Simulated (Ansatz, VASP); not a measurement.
## One calculation of Pd, two programs

```
Pd
1.0
     1.36623    0.78879    6.76943
    -1.36623    0.78879    6.76943
     0.00000   -1.57759    6.76943
Pd
3
Direct
  0.00000 0.00000 0.00000
  0.22239 0.22239 0.22239
  0.77761 0.77761 0.77761
```

Alike in both runs: functional PBEsol; k mesh 9 × 9 × 9; occupations gaussian, width 0.1 eV; no spin polarisation.

Ansatz relaxed the structure, and its values are those at the end. VASP's run is a single point on that final structure, the one shown.

|  | VASP | Ansatz |
| --- | --- | --- |
| version | VASP 6.6.1 | Ansatz 0.2.0 |
| potentials or method | VASP PAW PBE potentials, release 64 (Pd), cutoff 500 eV | scalar-relativistic, plane waves, PAW |
| valence electrons in the cell | 30 | 54 |

```tsv
	VASP	Ansatz	Ansatz less VASP
gap on the k mesh at the Fermi level (eV)	none	none	-
pressure (GPa)	-0.4	-0.1	+0.28
```

VASP's potentials were made for PBE, not for PBEsol. A gap of «none» marks a metal or a gap that the smearing closes. VASP's potentials hold 30 valence electrons a cell and Ansatz's 54, so a difference there can come from the potentials and not from the codes.
